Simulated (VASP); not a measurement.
# TiAl2 (Cmmm) in VASP: a series of runs

TiAl2 is run at these levels: r2SCAN; tasks: single point.

Everything below comes from runs of VASP 6.6.1. Logs are shortened: lines on timing, memory, paths and dates and some standing lists are left out, and cuts for length are marked.

## (1) The cell of the first run

It takes space group Cmmm (No. 65, orthorhombic). The conventional cell has a = 3.990 Å, b = 12.314 Å, c = 4.070 Å, α = 90.00°, β = 90.00°, γ = 90.00°. Ti (site symmetry m2m) has 11 Al at 2.77 to 4.24 Å and 7 Ti at 3.06 to 4.07 Å within 4.3 Å. Al (site symmetry mmm) has 4 Ti at 2.77 Å and 8 Al at 2.85 to 2.95 Å within 3.7 Å. Within 3.6 Å of Al (site symmetry m2m) lie 6 Al at 2.75 to 2.95 Å and 6 Ti at 2.86 to 2.93 Å. Al (site symmetry mmm) has 4 Ti at 2.80 Å and 8 Al at 2.85 to 2.92 Å within 3.7 Å.

## (2) Single point, r2SCAN

POSCAR reads:

```
TiAl2
1.0
    1.9948000800     -6.1570246100      0.0000000000
    1.9948000800      6.1570246100      0.0000000000
    0.0000000000      0.0000000000      4.0701060700
Ti Al
2 4
Direct
    0.6560169870      0.3439830130      0.0000000000
    0.3439830130      0.6560169870      0.0000000000
    0.0000000000      0.0000000000      0.0000000000
    0.8267327965      0.1732672035      0.5000000000
    0.1732672035      0.8267327965      0.5000000000
    0.5000000000      0.5000000000      0.5000000000
```

INCAR.step1 reads:

```
SYSTEM = TiAl2
PREC = Accurate ; ENCUT = 520
ISMEAR = -1 ; SIGMA = 0.1
LREAL = .False. ; LASPH = .True.
NELM = 80 ; NBANDS = 27
GGA = PE ; ALGO = Normal
EDIFF = 1E-4 ; LWAVE = .True.
LCHARG = .False.
```

INCAR.step2 reads:

```
SYSTEM = TiAl2
PREC = Accurate ; ENCUT = 520
EDIFF = 1E-6 ; ISMEAR = -1
SIGMA = 0.1 ; LREAL = .False.
LASPH = .True. ; NELM = 80
ALGO = Normal ; ISIF = 2
LWAVE = .False. ; LCHARG = .False.
METAGGA = R2SCAN ; LMIXTAU = .True.
NBANDS = 27 ; ISTART = 1
```

KPOINTS reads:

```
regular mesh
0
Gamma
  8 8 8
  0 0 0
```

Potentials or basis: VASP PAW PBE potentials, release 64 (Ti_sv, Al).

The run is started by

```
$ cat potpaw_PBE.64/Ti_sv/POTCAR potpaw_PBE.64/Al/POTCAR > POTCAR
$ cp INCAR.step1 INCAR
$ mpirun -np 1 vasp_std > vasp.out
$ cp INCAR.step2 INCAR
$ mpirun -np 1 vasp_std > vasp.out
```

OUTCAR:

```text
SYSTEM = TiAl2
   PREC = Accurate
   ENCUT = 520
   EDIFF = 1E-6
   ISMEAR = -1
   LREAL = .False.
   LASPH = .True.
   NELM = 80
   ISIF = 2
   METAGGA = R2SCAN
   ISTART = 1

 ion  position               nearest neighbor table
   1  0.656  0.344  0.000-   3 2.77   3 2.77   6 2.80   6 2.80   5 2.86   5 2.86   5 2.86   5 2.86
                             4 2.93   4 2.93
   2  0.344  0.656  0.000-   3 2.77   3 2.77   6 2.80   6 2.80   4 2.86   4 2.86   4 2.86   4 2.86
                             5 2.93   5 2.93
   3  0.000  0.000  0.000-   1 2.77   2 2.77   1 2.77   2 2.77   6 2.85   6 2.85   6 2.85   6 2.85
                             4 2.95   4 2.95   5 2.95   5 2.95
   4  0.827  0.173  0.500-   5 2.75   5 2.75   2 2.86   2 2.86   2 2.86   2 2.86   6 2.92   6 2.92
                             1 2.93   1 2.93   3 2.95   3 2.95
   5  0.173  0.827  0.500-   4 2.75   4 2.75   1 2.86   1 2.86   1 2.86   1 2.86   6 2.92   6 2.92
                             2 2.93   2 2.93   3 2.95   3 2.95
   6  0.500  0.500  0.500-   1 2.80   2 2.80   1 2.80   2 2.80   3 2.85   3 2.85   3 2.85   3 2.85
                             5 2.92   4 2.92   5 2.92   4 2.92

  LATTYP: Found a base centered orthorhombic cell.
 ALAT       =     3.9896001600
 B/A-ratio  =     3.0865371782
 C/A-ratio  =     1.0201789419

  Lattice vectors:

 A1 = (   1.9948000800,  -6.1570246100,   0.0000000000)
 A2 = (   1.9948000800,   6.1570246100,   0.0000000000)
 A3 = (   0.0000000000,   0.0000000000,   4.0701060700)

Analysis of symmetry for initial positions (statically):
=====================================================================
 Subroutine PRICEL returns:
 Original cell was already a primitive cell.

 Routine SETGRP: Setting up the symmetry group for a
 base centered orthorhombic supercell.

 Subroutine GETGRP returns: Found  8 space group operations
 (whereof  8 operations were pure point group operations)
 out of a pool of  8 trial point group operations.

The static configuration has the point symmetry D_2h.

Analysis of symmetry for dynamics (positions and initial velocities):
=====================================================================
 Subroutine PRICEL returns:
 Original cell was already a primitive cell.

 Routine SETGRP: Setting up the symmetry group for a
 base centered orthorhombic supercell.

 Subroutine GETGRP returns: Found  8 space group operations
 (whereof  8 operations were pure point group operations)
 out of a pool of  8 trial point group operations.

The dynamic configuration has the point symmetry D_2h.

 Subroutine INISYM returns: Found  8 space group operations
 (whereof  8 operations are pure point group operations),
 and found     1 'primitive' translations

----------------------------------------------------------------------------------------

                                     Primitive cell

  volume of cell :      99.9784

  direct lattice vectors                    reciprocal lattice vectors
     1.994800080 -6.157024610  0.000000000     0.250651684 -0.081208056  0.000000000
     1.994800080  6.157024610  0.000000000     0.250651684  0.081208056  0.000000000
     0.000000000  0.000000000  4.070106070     0.000000000  0.000000000  0.245693843

  length of vectors
     6.472107803  6.472107803  4.070106070     0.263478681  0.263478681  0.245693843

  position of ions in fractional coordinates (direct lattice)
     0.656016987  0.343983013  0.000000000
     0.343983013  0.656016987  0.000000000
     0.000000000  0.000000000  0.000000000
     0.826732796  0.173267203  0.500000000
     0.173267203  0.826732796  0.500000000
     0.500000000  0.500000000  0.500000000

  ion indices of the primitive-cell ions
   primitive index   ion index
                 1           1
                 2           2
                 3           3
                 4           4
                 5           5
                 6           6

----------------------------------------------------------------------------------------

 KPOINTS: regular mesh

Automatic generation of k-mesh.
 Grid dimensions read from file:
 generate k-points for:    8    8    8

 Generating k-lattice:

  Cartesian coordinates                     Fractional coordinates (reciprocal lattice)
     0.031331461 -0.010151007  0.000000000     0.125000000 -0.000000000  0.000000000
     0.031331461  0.010151007  0.000000000    -0.000000000  0.125000000  0.000000000
     0.000000000  0.000000000  0.030711730     0.000000000  0.000000000  0.125000000

  Length of vectors
     0.032934835  0.032934835  0.030711730

  Shift w.r.t. Gamma in fractional coordinates (k-lattice)
     0.000000000  0.000000000  0.000000000

 Subroutine IBZKPT returns following result:
 ===========================================

 Found    105 irreducible k-points:

 Following reciprocal coordinates:
            Coordinates               Weight
  0.000000  0.000000  0.000000      1.000000
  0.125000  0.000000  0.000000      4.000000
  0.250000  0.000000  0.000000      4.000000
  0.375000 -0.000000  0.000000      4.000000
  0.500000  0.000000  0.000000      2.000000
  0.125000  0.125000  0.000000      2.000000
[... 16 lines left out ...]
  0.125000  0.000000  0.125000      8.000000
  0.250000  0.000000  0.125000      8.000000
 [... further k-points ...]
   k-points           NKPTS =    105   k-points in BZ     NKDIM =    105   number of bands    NBANDS=     27
   number of dos      NEDOS =    301   number of ions     NIONS =      6
   total plane-waves  NPLWV =  69120
   dimension x,y,z NGX =    48 NGY =   48 NGZ =   30
   dimension x,y,z NGXF=    96 NGYF=   96 NGZF=   60
   ions per type =               2   4
   NGX,Y,Z   is equivalent  to a cutoff of  12.33, 12.33, 12.25 a.u.
   NGXF,Y,Z  is equivalent  to a cutoff of  24.66, 24.66, 24.51 a.u.
 SYSTEM =  TiAl2
   PREC   = accura    normal or accurate (medium, high low for compatibility)
   ISTART =      1    job   : 0-new  1-cont  2-samecut
   ICHARG =      0    charge: 1-file 2-atom 10-const
   ISPIN  =      1    spin polarized calculation?
   LNONCOLLINEAR =      F non collinear calculations
   LSORBIT =      F    spin-orbit coupling
   LASPH  =      T    aspherical Exc in radial PAW
   ENCUT  =  520.0 eV  38.22 Ry    6.18 a.u.  12.03 12.03  7.57*2*pi/ulx,y,z
   NELM   =     80;   NELMIN=  2; NELMDL=  0     # of ELM steps
   EDIFF  = 0.1E-05   stopping-criterion for ELM
   LREAL  =      F    real-space projection
   EDIFFG = 0.1E-04   stopping-criterion for IOM
   NSW    =      0    number of steps for IOM
   IBRION =     -1    ionic relax: 0-MD 1-quasi-New 2-CG
   NFREE  =      0    steps in history (QN), initial steepest desc. (CG)
   ISIF   =      2    stress and relaxation
   ISYM   =      2    0-nonsym 1-usesym 2-fastsym
   POTIM  = 0.5000    time-step for ionic-motion
   TEBEG  =    0.0;   TEEND  =   0.0 temperature during run
   PSTRESS=    0.0 pullay stress
   NELECT =      36.0000    total number of electrons
   NUPDOWN=      -1.0000    fix difference up-down
   EMIN   =  10.00;   EMAX   =-10.00  energy-range for DOS
   EFERMI =   0.00;   METHOD = LEGACY
   ISMEAR =    -1;   SIGMA  =   0.10  broadening in eV -4-tet -1-fermi 0-gaus
   EFERMI_NEDOS =   21; number of points for ismear=-14 and -15
   IALGO  =     38    algorithm
   IMIX   =      4    mixing-type and parameters
     AMIX     =   0.40;   BMIX     =  1.00
     AMIX_MAG =   1.60;   BMIX_MAG =  1.00
  volume/ion in A,a.u.               =      16.66       112.45
  Fermi-wavevector in a.u.,A,eV,Ry     =   1.164681  2.200928 18.456057  1.356482
  Thomas-Fermi vector in A             =   2.301216
   LORBIT       =      0    0 simple, 1 ext, 2 COOP (PROOUT), +10 PAW based schemes
   METAGGA = R2SCAN    functional components
   LHFCALC =     F    Hartree Fock is set to
   AEXX    =    0.0000 exact exchange contribution
   IVDW    =     0    specifies the selected vdW correction
   LEPSILON=     F    determine dielectric tensor
   LRPA    =     F    only Hartree local field effects (RPA)
 non-spin polarized calculation
  energy-cutoff  :      520.00
  volume of cell :       99.98
 maximum number of plane-waves:      2730
   NGX = 25   NGY = 25   NGZ = 15

 number of electron      36.0000013 magnetization

 Free energy of the ion-electron system (eV)
  ---------------------------------------------------
  ext. energy  EPLUGINS =         0.00000000
  ---------------------------------------------------
  free energy    TOTEN  =       -55.62081393 eV

  energy without entropy =      -55.53678500  energy(sigma->0) =      -55.57879947

 E-fermi :   8.0803     XC(G=0): -11.4227

 val. band max:        8.0733291759   @ k =   0.3750   0.1250   0.2500
 cond. band min:       8.0839871554   @ k =  -0.2500   0.1250   0.0000
 fundamental gap:      0.0106579795
 Fermi energy:         8.0802570747

 k-point     1 :       0.0000    0.0000    0.0000
  band No.  band energies     occupation
      1     -51.1504      2.00000
      2     -51.1261      2.00000
      3     -26.4605      2.00000
      4     -26.4326      2.00000
      5     -26.3957      2.00000
      6     -26.3799      2.00000
[... 19 lines left out ...]
     26      11.6253      0.00000
     27      11.9825      0.00000

 k-point     2 :       0.1250    0.0000    0.0000
  band No.  band energies     occupation
      1     -51.1494      2.00000
      2     -51.1269      2.00000
      3     -26.4592      2.00000
      4     -26.4334      2.00000
      5     -26.3966      2.00000
      6     -26.3842      2.00000
[... 19 lines left out ...]
     26      12.0768      0.00000
     27      12.5205      0.00000

 k-point     3 :       0.2500    0.0000    0.0000
  band No.  band energies     occupation
      1     -51.1465      2.00000
      2     -51.1293      2.00000
      3     -26.4557      2.00000
      4     -26.4360      2.00000
      5     -26.3999      2.00000
      6     -26.3936      2.00000
[... 594 lines left out ...]
      1     -51.1493      2.00000
      2     -51.1269      2.00000
      3     -26.4615      2.00000
      4     -26.4353      2.00000
      5     -26.3963      2.00000
      6     -26.3840      2.00000
[... 19 lines left out ...]
     26      11.8844      0.00000
     27      12.7204      0.00000

 k-point    24 :       0.2500    0.0000    0.1250
  band No.  band energies     occupation
      1     -51.1464      2.00000
      2     -51.1292      2.00000
      3     -26.4579      2.00000
      4     -26.4379      2.00000
      5     -26.3996      2.00000
      6     -26.3934      2.00000
[... 19 lines left out ...]
     26      12.0580      0.00000
     27      12.4540      0.00000

 [... further k-points ...]
[... 5 lines left out ...]
  --------------------------------------------------------------------------------------
  -------------------------------------------------------------------------------------
  Total       -3.7967002     -3.8413121     -3.8346588     -0.0000000      0.0000000      0.0000000
  in kB      -60.8430382    -61.5579549    -61.4513351     -0.0000000      0.0000000      0.0000000
  external PRESSURE =     -61.2841094 kB  Pullay stress =       0.0000000 kB

 VOLUME and BASIS-vectors are now :
 -----------------------------------------------------------------------------
  energy-cutoff  :      520.00
  volume of cell :       99.98
      direct lattice vectors                 reciprocal lattice vectors
     1.994800080 -6.157024610  0.000000000     0.250651684 -0.081208056  0.000000000
     1.994800080  6.157024610  0.000000000     0.250651684  0.081208056  0.000000000
     0.000000000  0.000000000  4.070106070     0.000000000  0.000000000  0.245693843

 POSITION                                       TOTAL-FORCE (eV/Angst)
 -----------------------------------------------------------------------------------
      1.99480     -1.92120      0.00000        -0.000000      0.001216      0.000000
      1.99480      1.92120      0.00000        -0.000000     -0.001216     -0.000000
      0.00000      0.00000      0.00000        -0.000000     -0.000000     -0.000000
      1.99480     -4.02340      2.03505        -0.000000     -0.004819     -0.000000
      1.99480      4.02340      2.03505        -0.000000      0.004819     -0.000000
      1.99480      0.00000      2.03505         0.000000      0.000000     -0.000000
 -----------------------------------------------------------------------------------
    total drift:                               -0.000000     -0.000000      0.000000

  FREE ENERGIE OF THE ION-ELECTRON SYSTEM (eV)
  ---------------------------------------------------
  free  energy   TOTEN  =       -55.6208139306 eV

  energy  without entropy=      -55.5367849997  energy(sigma->0) =      -55.57879947
```

Run time: 11 min. Hardware: 1 thread of AMD EPYC 9R45 (Zen 5), shared host; peak memory 0.4 GiB.

Results:

* Free energy: -55.6208 eV
* Pressure: -6.1 GPa
* Largest force: 0.005 eV/Å
* Band gap on the k mesh: zero (bands 18 and 19 overlap by 1.67 eV)

Forces on the atoms (eV/Å):
```
Ti   0.000  0.001  0.000
Ti   0.000 -0.001  0.000
Al   0.000  0.000  0.000
Al   0.000 -0.005  0.000
Al   0.000  0.005  0.000
Al   0.000  0.000  0.000
```

Levels at points of the mesh, in eV from the Fermi level:
```tsv
k point	band 16	band 17	band 18	band 19	band 20	band 21
(0.00, 0.00, 0.00)	-0.84	-0.66	-0.43	0.38	0.55	0.75
(0.50, 0.00, 0.00)	-1.30	-0.98	-0.35	0.83	1.17	1.32
(0.50, 0.50, 0.00)	-1.35	-0.80	-0.69	0.25	1.13	1.15
(0.00, 0.00, 0.50)	-0.86	-0.32	0.00	0.63	1.10	1.19
(0.50, 0.00, 0.50)	-1.92	-1.56	-1.21	-0.67	1.32	1.34
(0.50, 0.50, 0.50)	-0.92	0.08	0.77	0.98	1.35	1.53
```

Caveat: the cell stands under tension; the PAW data sets were made with another functional, which shifts forces and pressure a little.

## (3) Single point, r2SCAN

This run uses another cell than the first one, of 15.72 Å³/atom.

POSCAR reads:

```
TiAl2
1.0
    1.9564289814     -6.0385908041      0.0000000000
    1.9564289814      6.0385908041      0.0000000000
    0.0000000000      0.0000000000      3.9918153083
Ti Al
2 4
Direct
    0.6564886626      0.3435113374      0.0000000000
    0.3435113374      0.6564886626      0.0000000000
    0.0000000000      0.0000000000      0.0000000000
    0.8274968659      0.1725031341      0.5000000000
    0.1725031341      0.8274968659      0.5000000000
    0.5000000000      0.5000000000      0.5000000000
```

INCAR.step1 reads:

```
ALGO     = Normal         # electronic algorithm
EDIFF    = 1E-4           # SCF threshold, eV
ENCUT    = 520            # plane-wave cutoff, eV
GGA      = PE             # functional
ISMEAR   = -1             # smearing method
LASPH    = T              # aspherical terms in the spheres
LCHARG   = F              # write CHGCAR
LREAL    = F              # projectors in reciprocal space
LWAVE    = T              # write WAVECAR
NBANDS   = 27             # bands
NELM     = 100            # most SCF steps
PREC     = Accurate       # precision mode
SIGMA    = 0.1            # smearing width, eV
```

INCAR.step2 reads:

```
ALGO     = Normal         # electronic algorithm
EDIFF    = 1E-6           # SCF threshold, eV
ENCUT    = 520            # plane-wave cutoff, eV
ISIF     = 2              # what is computed and relaxed
ISMEAR   = -1             # smearing method
ISTART   = 1            
LASPH    = T              # aspherical terms in the spheres
LCHARG   = F              # write CHGCAR
LMIXTAU  = T            
LREAL    = F              # projectors in reciprocal space
LWAVE    = F              # write WAVECAR
METAGGA  = R2SCAN         # meta-GGA
NBANDS   = 27             # bands
NELM     = 100            # most SCF steps
PREC     = Accurate       # precision mode
SIGMA    = 0.1            # smearing width, eV
```

KPOINTS reads:

```
k-points
0
Gamma
  6 6 6
```

Potentials or basis: VASP PAW PBE potentials, release 64 (Ti_sv, Al).

The run is started by

```
$ cat potpaw_PBE.64/Ti_sv/POTCAR potpaw_PBE.64/Al/POTCAR > POTCAR
$ cp INCAR.step1 INCAR
$ mpirun -np 1 vasp_std > vasp.out
$ cp INCAR.step2 INCAR
$ mpirun -np 1 vasp_std > vasp.out
```

OUTCAR:

```text
EDIFF = 1E-6
   ENCUT = 520
   ISIF = 2
   ISMEAR = -1
   ISTART = 1
   LASPH = T
   LREAL = F
   METAGGA = R2SCAN
   NELM = 100
   PREC = Accurate

 ion  position               nearest neighbor table
   1  0.656  0.344  0.000-   3 2.72   3 2.72   6 2.75   6 2.75   5 2.80   5 2.80   5 2.80   5 2.80
                             4 2.87   4 2.87
   2  0.344  0.656  0.000-   3 2.72   3 2.72   6 2.75   6 2.75   4 2.80   4 2.80   4 2.80   4 2.80
                             5 2.87   5 2.87
   3  0.000  0.000  0.000-   1 2.72   2 2.72   1 2.72   2 2.72   6 2.79   6 2.79   6 2.79   6 2.79
                             4 2.89   4 2.89   5 2.89   5 2.89
   4  0.827  0.173  0.500-   5 2.71   5 2.71   2 2.80   2 2.80   2 2.80   2 2.80   6 2.86   6 2.86
[... 933 lines left out ...]
  Total       -0.0052922     -0.0048699      0.0006322     -0.0000000      0.0000000      0.0000000
  in kB       -0.0898973     -0.0827235      0.0107385     -0.0000000      0.0000000      0.0000000
  external PRESSURE =      -0.0539607 kB  Pullay stress =       0.0000000 kB

 VOLUME and BASIS-vectors are now :
 -----------------------------------------------------------------------------
  energy-cutoff  :      520.00
  volume of cell :       94.32
      direct lattice vectors                 reciprocal lattice vectors
     1.956428981 -6.038590804  0.000000000     0.255567672 -0.082800775  0.000000000
     1.956428981  6.038590804  0.000000000     0.255567672  0.082800775  0.000000000
     0.000000000  0.000000000  3.991815308     0.000000000  0.000000000  0.250512592

 POSITION                                       TOTAL-FORCE (eV/Angst)
 -----------------------------------------------------------------------------------
      1.95643     -1.88994      0.00000        -0.000000     -0.000411      0.000000
      1.95643      1.88994      0.00000        -0.000000      0.000411      0.000000
      0.00000      0.00000      0.00000         0.000000     -0.000000      0.000000
      1.95643     -3.95524      1.99591        -0.000000     -0.004850      0.000000
      1.95643      3.95524      1.99591        -0.000000      0.004850      0.000000
      1.95643      0.00000      1.99591         0.000000     -0.000000      0.000000
 -----------------------------------------------------------------------------------
    total drift:                                0.000000     -0.000000      0.000000

  FREE ENERGIE OF THE ION-ELECTRON SYSTEM (eV)
  ---------------------------------------------------
  free  energy   TOTEN  =       -55.7258631660 eV

  energy  without entropy=      -55.6371976179  energy(sigma->0) =      -55.68153039
```

Run time: 11 min. Hardware: 1 thread of Oxide Virtual Turin-like, shared host; peak memory 0.31 GiB.

Results:

```
Free energy            : -55.7259 eV
Pressure               : 0.0 GPa
Largest force          : 0.005 eV/Å
Band gap on the k mesh : zero (bands 18 and 19 overlap by 1.64 eV)
```

Forces on the atoms (eV/Å):
```
Ti   0.000  0.000  0.000
Ti   0.000  0.000  0.000
Al   0.000  0.000  0.000
Al   0.000 -0.005  0.000
Al   0.000  0.005  0.000
Al   0.000  0.000  0.000
```

Levels at points of the mesh, in eV from the Fermi level:
```csv
k point,band 16,band 17,band 18,band 19,band 20,band 21
"(0.00, 0.00, 0.00)",-0.84,-0.66,-0.49,0.39,0.56,0.80
"(0.50, 0.00, 0.00)",-1.38,-1.05,-0.35,0.87,1.21,1.40
"(0.50, 0.50, 0.00)",-1.41,-0.80,-0.67,0.24,1.19,1.20
"(0.00, 0.00, 0.50)",-0.92,-0.30,0.00,0.71,1.18,1.25
"(0.50, 0.00, 0.50)",-1.94,-1.65,-1.25,-0.68,1.42,1.43
"(0.50, 0.50, 0.50)",-0.97,0.07,0.92,1.07,1.46,1.66
```

Caveat: the PAW data sets were made with another functional, which shifts forces and pressure a little.

The gap in the log of VASP goes by the Fermi energy; the results here count the filled bands.